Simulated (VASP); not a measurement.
# W (Im-3m) in VASP: settings compared

W is run at these levels: r2SCAN, PBEsol, PBE; tasks: single point.

Everything below comes from runs of VASP 6.6.1. Logs are shortened: lines on timing, memory, paths and dates and some standing lists are left out, and cuts for length are marked.

## (1) The cell of the first run

Symmetry: Im-3m, No. 229, cubic system. The conventional cell has a = 3.143 Å, b = 3.143 Å, c = 3.143 Å, α = 90.00°, β = 90.00°, γ = 90.00°. W (site symmetry m-3m) has 14 W at 2.72 to 3.14 Å within 3.6 Å.

## (2) Single point, r2SCAN

File POSCAR:

```
W
1.0
   -1.5717249149      1.5717249149      1.5717249149
    1.5717249149     -1.5717249149      1.5717249149
    1.5717249149      1.5717249149     -1.5717249149
W
1
Direct
    0.0000000000      0.0000000000      0.0000000000
```

File INCAR.step1:

```
ALGO = Normal ; EDIFF = 1E-4
ENCUT = 520 ; GGA = PE
ISMEAR = -1 ; LASPH = T
LCHARG = F ; LREAL = F
LWAVE = T ; NBANDS = 13
NELM = 80 ; PREC = Accurate
SIGMA = 0.05
```

File INCAR.step2:

```
ALGO = Normal ; EDIFF = 1E-7
ENCUT = 520 ; ISIF = 2
ISMEAR = -1 ; ISTART = 1
LASPH = T ; LCHARG = F
LMIXTAU = T ; LREAL = F
LWAVE = F ; METAGGA = R2SCAN
NBANDS = 13 ; NELM = 80
PREC = Accurate ; SIGMA = 0.05
```

File KPOINTS:

```
k-points
0
Gamma
  12 12 12
```

Potentials or basis: VASP PAW PBE potentials, release 64 (W_sv).

On the command line:

```sh
$ cat potpaw_PBE.64/W_sv/POTCAR > POTCAR
$ cp INCAR.step1 INCAR
$ mpirun -np 1 vasp_std > vasp.out
$ cp INCAR.step2 INCAR
$ mpirun -np 1 vasp_std > vasp.out
```

OUTCAR:

```text
EDIFF = 1E-7
   ENCUT = 520
   ISIF = 2
   ISMEAR = -1
   ISTART = 1
   LASPH = T
   LREAL = F
   METAGGA = R2SCAN
   NELM = 80
   PREC = Accurate

 ion  position               nearest neighbor table
   1  0.000  0.000  0.000-

  LATTYP: Found a body centered cubic cell.
 ALAT       =     3.1434498298

  Lattice vectors:

 A1 = (  -1.5717249149,   1.5717249149,   1.5717249149)
 A2 = (   1.5717249149,  -1.5717249149,   1.5717249149)
 A3 = (   1.5717249149,   1.5717249149,  -1.5717249149)

Analysis of symmetry for initial positions (statically):
=====================================================================
 Subroutine PRICEL returns:
 Original cell was already a primitive cell.

 Routine SETGRP: Setting up the symmetry group for a
 body centered cubic supercell.

 Subroutine GETGRP returns: Found 48 space group operations
 (whereof 48 operations were pure point group operations)
 out of a pool of 48 trial point group operations.

The static configuration has the point symmetry O_h .

Analysis of symmetry for dynamics (positions and initial velocities):
=====================================================================
 Subroutine PRICEL returns:
 Original cell was already a primitive cell.

 Routine SETGRP: Setting up the symmetry group for a
 body centered cubic supercell.

 Subroutine GETGRP returns: Found 48 space group operations
 (whereof 48 operations were pure point group operations)
 out of a pool of 48 trial point group operations.

The dynamic configuration has the point symmetry O_h .

 Subroutine INISYM returns: Found 48 space group operations
 (whereof 48 operations are pure point group operations),
 and found     1 'primitive' translations

----------------------------------------------------------------------------------------

                                     Primitive cell

  volume of cell :      15.5306

  direct lattice vectors                    reciprocal lattice vectors
    -1.571724915  1.571724915  1.571724915     0.000000000  0.318121826  0.318121826
     1.571724915 -1.571724915  1.571724915     0.318121826  0.000000000  0.318121826
     1.571724915  1.571724915 -1.571724915     0.318121826  0.318121826  0.000000000

  length of vectors
     2.722307408  2.722307408  2.722307408     0.449892201  0.449892201  0.449892201

  position of ions in fractional coordinates (direct lattice)
     0.000000000  0.000000000  0.000000000

  ion indices of the primitive-cell ions
   primitive index   ion index
                 1           1

----------------------------------------------------------------------------------------

 KPOINTS: k-points

Automatic generation of k-mesh.
 Grid dimensions read from file:
 generate k-points for:   12   12   12

 Generating k-lattice:

  Cartesian coordinates                     Fractional coordinates (reciprocal lattice)
     0.000000000  0.026510152  0.026510152     0.083333333  0.000000000  0.000000000
     0.026510152  0.000000000  0.026510152     0.000000000  0.083333333  0.000000000
     0.026510152  0.026510152  0.000000000     0.000000000  0.000000000  0.083333333

  Length of vectors
     0.037491017  0.037491017  0.037491017

  Shift w.r.t. Gamma in fractional coordinates (k-lattice)
     0.000000000  0.000000000  0.000000000

 Subroutine IBZKPT returns following result:
 ===========================================

 Found     72 irreducible k-points:

 Following reciprocal coordinates:
            Coordinates               Weight
  0.000000  0.000000  0.000000      1.000000
  0.083333  0.000000  0.000000     12.000000
  0.166667  0.000000  0.000000     12.000000
  0.250000  0.000000  0.000000     12.000000
  0.333333  0.000000  0.000000     12.000000
  0.416667  0.000000  0.000000     12.000000
[... 16 lines left out ...]
  0.333333  0.083333  0.083333     24.000000
  0.416667  0.083333  0.083333     12.000000
 [... further k-points ...]
   k-points           NKPTS =     72   k-points in BZ     NKDIM =     72   number of bands    NBANDS=     13
   number of dos      NEDOS =    301   number of ions     NIONS =      1
   total plane-waves  NPLWV =   8000
   dimension x,y,z NGX =    20 NGY =   20 NGZ =   20
   dimension x,y,z NGXF=    40 NGYF=   40 NGZF=   40
   ions per type =               1
   NGX,Y,Z   is equivalent  to a cutoff of  12.21, 12.21, 12.21 a.u.
   NGXF,Y,Z  is equivalent  to a cutoff of  24.43, 24.43, 24.43 a.u.
 SYSTEM =  unknown system
   PREC   = accura    normal or accurate (medium, high low for compatibility)
   ISTART =      1    job   : 0-new  1-cont  2-samecut
   ICHARG =      0    charge: 1-file 2-atom 10-const
   ISPIN  =      1    spin polarized calculation?
   LNONCOLLINEAR =      F non collinear calculations
   LSORBIT =      F    spin-orbit coupling
   LASPH  =      T    aspherical Exc in radial PAW
   ENCUT  =  520.0 eV  38.22 Ry    6.18 a.u.   5.06  5.06  5.06*2*pi/ulx,y,z
   NELM   =     80;   NELMIN=  2; NELMDL=  0     # of ELM steps
   EDIFF  = 0.1E-06   stopping-criterion for ELM
   LREAL  =      F    real-space projection
   EDIFFG = 0.1E-05   stopping-criterion for IOM
   NSW    =      0    number of steps for IOM
   IBRION =     -1    ionic relax: 0-MD 1-quasi-New 2-CG
   NFREE  =      0    steps in history (QN), initial steepest desc. (CG)
   ISIF   =      2    stress and relaxation
   ISYM   =      2    0-nonsym 1-usesym 2-fastsym
   POTIM  = 0.5000    time-step for ionic-motion
   TEBEG  =    0.0;   TEEND  =   0.0 temperature during run
   PSTRESS=    0.0 pullay stress
   NELECT =      14.0000    total number of electrons
   NUPDOWN=      -1.0000    fix difference up-down
   EMIN   =  10.00;   EMAX   =-10.00  energy-range for DOS
   EFERMI =   0.00;   METHOD = LEGACY
   ISMEAR =    -1;   SIGMA  =   0.05  broadening in eV -4-tet -1-fermi 0-gaus
   EFERMI_NEDOS =   21; number of points for ismear=-14 and -15
   IALGO  =     38    algorithm
   IMIX   =      4    mixing-type and parameters
     AMIX     =   0.40;   BMIX     =  1.00
     AMIX_MAG =   1.60;   BMIX_MAG =  1.00
  volume/ion in A,a.u.               =      15.53       104.81
  Fermi-wavevector in a.u.,A,eV,Ry     =   1.581446  2.988499 34.027773  2.500971
  Thomas-Fermi vector in A             =   2.681520
   LORBIT       =      0    0 simple, 1 ext, 2 COOP (PROOUT), +10 PAW based schemes
   METAGGA = R2SCAN    functional components
   LHFCALC =     F    Hartree Fock is set to
   AEXX    =    0.0000 exact exchange contribution
   IVDW    =     0    specifies the selected vdW correction
   LEPSILON=     F    determine dielectric tensor
   LRPA    =     F    only Hartree local field effects (RPA)
 non-spin polarized calculation
  energy-cutoff  :      520.00
  volume of cell :       15.53
 maximum number of plane-waves:       430
   NGX = 11   NGY = 11   NGZ = 11

 number of electron      14.0000005 magnetization

 Free energy of the ion-electron system (eV)
  ---------------------------------------------------
  ext. energy  EPLUGINS =         0.00000000
  ---------------------------------------------------
  free energy    TOTEN  =       -51.34335442 eV

  energy without entropy =      -51.33937506  energy(sigma->0) =      -51.34136474

 E-fermi :  11.4625     XC(G=0): -15.0945

 val. band max:       11.4531911542   @ k =  -0.2500   0.3333   0.1667
 cond. band min:      11.5009695175   @ k =  -0.1667   0.1667   0.0833
 fundamental gap:      0.0477783634
 Fermi energy:        11.4624808348

 k-point     1 :       0.0000    0.0000    0.0000
  band No.  band energies     occupation
      1     -64.5092      2.00000
      2     -27.3336      2.00000
      3     -27.3336      2.00000
      4     -27.3336      2.00000
      5       1.3447      2.00000
      6      10.2668      2.00000
      7      10.2668      2.00000
      8      10.2668      2.00000
      9      14.1953      0.00000
     10      14.1953      0.00000
     11      26.8921      0.00000
     12      26.8921      0.00000
     13      26.8921      0.00000

 k-point     2 :       0.0833    0.0000    0.0000
  band No.  band energies     occupation
      1     -64.4982      2.00000
      2     -27.4402      2.00000
      3     -27.3664      2.00000
      4     -27.3341      2.00000
      5       1.7016      2.00000
      6      10.0480      2.00000
      7      10.2074      2.00000
      8      10.6130      2.00000
      9      13.8598      0.00000
     10      14.1949      0.00000
     11      27.1892      0.00000
     12      27.5003      0.00000
     13      27.7430      0.00000

 k-point     3 :       0.1667    0.0000    0.0000
  band No.  band energies     occupation
      1     -64.4682      2.00000
      2     -27.7247      2.00000
      3     -27.4551      2.00000
      4     -27.3358      2.00000
      5       2.6746      2.00000
      6       9.4990      2.00000
      7       9.9317      2.00000
      8      11.6247      0.07510
      9      13.4099      0.00000
     10      14.2325      0.00000
     11      27.6916      0.00000
     12      29.2070      0.00000
     13      29.3830      0.00000

 k-point     4 :       0.2500    0.0000    0.0000
  band No.  band energies     occupation
      1     -64.4269      2.00000
      2     -28.0981      2.00000
      3     -27.5741      2.00000
      4     -27.3381      2.00000
      5       3.9158      2.00000
      6       8.8391      2.00000
      7       9.5938      2.00000
      8      13.2159      0.00000
      9      13.4637      0.00000
     10      14.3796      0.00000
     11      27.1844      0.00000
     12      29.1480      0.00000
     13      31.7567      0.00000

 k-point     5 :       0.3333    0.0000    0.0000
  band No.  band energies     occupation
      1     -64.3854      2.00000
      2     -28.4559      2.00000
      3     -27.6907      2.00000
      4     -27.3405      2.00000
      5       4.7553      2.00000
      6       8.2562      2.00000
      7       9.9931      2.00000
      8      13.8468      0.00000
      9      14.6578      0.00000
     10      15.2047      0.00000
     11      25.6325      0.00000
     12      26.8095      0.00000
     13      34.1292      0.00000
[... 257 lines left out ...]
 k-point    22 :       0.2500    0.0833    0.0833
  band No.  band energies     occupation
      1     -64.3777      2.00000
      2     -28.4645      2.00000
      3     -27.7025      2.00000
      4     -27.4309      2.00000
      5       5.4663      2.00000
      6       8.1059      2.00000
      7       9.1095      2.00000
      8      14.0261      0.00000
      9      14.7342      0.00000
     10      16.6596      0.00000
     11      26.3323      0.00000
     12      26.3471      0.00000
     13      30.4679      0.00000

 k-point    23 :       0.3333    0.0833    0.0833
  band No.  band energies     occupation
      1     -64.3507      2.00000
      2     -28.6413      2.00000
      3     -27.8273      2.00000
      4     -27.4387      2.00000
      5       5.6301      2.00000
      6       7.7894      2.00000
      7      10.3730      2.00000
      8      14.2755      0.00000
      9      15.0423      0.00000
     10      18.5863      0.00000
     11      23.5854      0.00000
     12      25.0030      0.00000
     13      29.2080      0.00000

 k-point    24 :       0.4167    0.0833    0.0833
  band No.  band energies     occupation
      1     -64.3407      2.00000
      2     -28.7037      2.00000
      3     -27.8741      2.00000
      4     -27.4416      2.00000
      5       5.5889      2.00000
      6       7.6820      2.00000
      7      11.1950      1.99055
      8      14.3153      0.00000
      9      15.1689      0.00000
     10      19.4493      0.00000
     11      22.4064      0.00000
     12      24.4998      0.00000
     13      28.6490      0.00000

 [... further k-points ...]

------------------------ aborting loop because EDIFF is reached ----------------------------------------

  FORCE on cell =-STRESS in cart. coord.  units (eV):
  Direction    XX          YY          ZZ          XY          YZ          ZX
  --------------------------------------------------------------------------------------
  -------------------------------------------------------------------------------------
  Total        0.9452333      0.9452333      0.9452333      0.0000000      0.0000000      0.0000000
  in kB       97.5124304     97.5124304     97.5124304      0.0000000      0.0000000      0.0000000
  external PRESSURE =      97.5124304 kB  Pullay stress =       0.0000000 kB

 VOLUME and BASIS-vectors are now :
 -----------------------------------------------------------------------------
  energy-cutoff  :      520.00
  volume of cell :       15.53
      direct lattice vectors                 reciprocal lattice vectors
    -1.571724915  1.571724915  1.571724915     0.000000000  0.318121826  0.318121826
     1.571724915 -1.571724915  1.571724915     0.318121826  0.000000000  0.318121826
     1.571724915  1.571724915 -1.571724915     0.318121826  0.318121826  0.000000000

 POSITION                                       TOTAL-FORCE (eV/Angst)
 -----------------------------------------------------------------------------------
      0.00000      0.00000      0.00000         0.000000     -0.000000      0.000000
 -----------------------------------------------------------------------------------
    total drift:                                0.000000     -0.000000      0.000000

  FREE ENERGIE OF THE ION-ELECTRON SYSTEM (eV)
  ---------------------------------------------------
  free  energy   TOTEN  =       -51.3433544243 eV

  energy  without entropy=      -51.3393750565  energy(sigma->0) =      -51.34136474
```

Wall time 21 s (1 thread of Intel Xeon 6975P-C (Granite Rapids), shared host); peak memory 0.13 GiB.

What came out:

* Free energy: -51.3434 eV
* Pressure: 9.8 GPa
* Band gap on the k mesh: zero (band 7 reaches 17.07 eV, above the bottom of band 8 at 10.27 eV)

Caveat: the PAW data sets were made with another functional, which shifts forces and pressure a little; spin-orbit coupling is left out, which moves the levels of the heavy elements.

## (3) Single point, PBEsol, non-collinear spin, zero start, spin-orbit coupling

This run uses another cell than the first one, of 15.85 Å³/atom, 1.020 times its volume.

File INCAR:

```
PREC = Accurate
ENCUT = 520
EDIFF = 1E-6
ISMEAR = -1
SIGMA = 0.05
LREAL = F
LASPH = T
NELM = 150
ALGO = Normal
ISIF = 2
LWAVE = F
LCHARG = T
LNONCOLLINEAR = T
MAGMOM = 0 0 0
LORBIT = 11
LSORBIT = T
GGA_COMPAT = F
LORBMOM = T
LMAXMIX = 4
GGA = PS
LVHAR = T
NBANDS = 25
```

File KPOINTS:

```
Automatic mesh
0
Gamma
  12 12 12
```

File POSCAR:

```
W
1.0
   -1.5823450000      1.5823450000      1.5823450000
    1.5823450000     -1.5823450000      1.5823450000
    1.5823450000      1.5823450000     -1.5823450000
W
1
Direct
    0.0000000000      0.0000000000      0.0000000000
```

Potentials or basis: VASP PAW PBE potentials, release 64 (W_sv).

On the command line:

```sh
$ cat potpaw_PBE.64/W_sv/POTCAR > POTCAR
$ mpirun -np 1 vasp_ncl > vasp.out
```

It took 19 s on 1 thread of Intel Xeon 6975P-C (Granite Rapids), shared host; peak memory 0.18 GiB.

Results (log left out):

```
Free energy                                           : -14.6318 eV
Pressure                                              : -1.4 GPa
Net moment                                            : 0.00 μB per cell
Valence electrons inside the program's atomic spheres : W 12.12
```

Moments on the atoms (μB; x, y, z):
```
W   0.00 0.00 0.00
```

Caveat: the PAW data sets were made with another functional, which shifts forces and pressure a little.

## (4) Single point, PBE

This run uses another cell than the first one, of 15.85 Å³/atom, 1.020 times its volume.

File INCAR:

```
SYSTEM = W
PREC     = Accurate       ! precision mode
ENCUT    = 520            ! plane-wave cutoff, eV
EDIFF    = 1E-7           ! SCF threshold, eV
ISMEAR   = 0              ! smearing method
SIGMA    = 0.018000000000000002 ! smearing width, eV
LREAL    = .False.        ! projectors in reciprocal space
LASPH    = .True.         ! aspherical terms in the spheres
NELM     = 80             ! most SCF steps
ALGO     = Normal         ! electronic algorithm
ISIF     = 2              ! what is computed and relaxed
LWAVE    = .False.        ! write WAVECAR
LCHARG   = .False.        ! write CHGCAR
GGA      = PE             ! functional
NBANDS   = 13             ! bands
```

File KPOINTS:

```
regular mesh
0
Gamma
  12 12 12
  0 0 0
```

POSCAR is that of step 3.

On the command line:

```sh
$ cat potpaw_PBE.64/W_sv/POTCAR > POTCAR
$ mpirun -np 1 vasp_std > vasp.out
```

Wall time 12 s (1 thread of AMD EPYC 7R43 (Zen 3), shared host); peak memory 0.1 GiB.

It converged, with:

```
Free energy            : -12.9478 eV
Pressure               : 6.7 GPa
Band gap on the k mesh : zero (band 7 reaches 16.61 eV, above the bottom of band 8 at 10.21 eV)
```

Levels at points of the mesh, in eV from the Fermi level:
| k point | band 5 | band 6 | band 7 | band 8 | band 9 | band 10 |
| --- | --- | --- | --- | --- | --- | --- |
| (0.00, 0.00, 0.00) | -9.52 | -1.12 | -1.12 | -1.12 | 2.38 | 2.38 |
| (0.50, 0.00, 0.00) | -6.16 | -3.46 | 0.80 | 2.27 | 3.25 | 6.26 |
| (0.50, 0.50, 0.50) | -5.72 | -5.72 | 5.28 | 5.28 | 5.28 | 8.37 |

Caveat: spin-orbit coupling is left out, which moves the levels of the heavy elements.

## (5) The runs side by side

| level | spin | cell | smearing | gap on the mesh (eV) | pressure (GPa) |
| --- | --- | --- | --- | --- | --- |
| r2SCAN | off | a = 2.722 Å, angles 109.5°, 1 atom | fermi-dirac 0.05 eV | none | 9.8 |
| PBEsol | non-collinear, zero start, SOC | a = 2.741 Å, angles 109.5°, 1 atom | fermi-dirac 0.05 eV | - | -1.4 |
| PBE | off | a = 2.741 Å, angles 109.5°, 1 atom | gaussian 0.018 eV | none | 6.7 |

Alike in all rows: task single point; potentials or basis VASP PAW PBE potentials, release 64 (W_sv); k mesh 12 × 12 × 12; cutoff (eV) 520.

Caveats: the PAW data sets were made with another functional, which shifts forces and pressure a little (some runs); spin-orbit coupling is left out, which moves the levels of the heavy elements (some runs).

Total energies depend on the potentials used, so only differences within one code and one set of settings carry meaning.
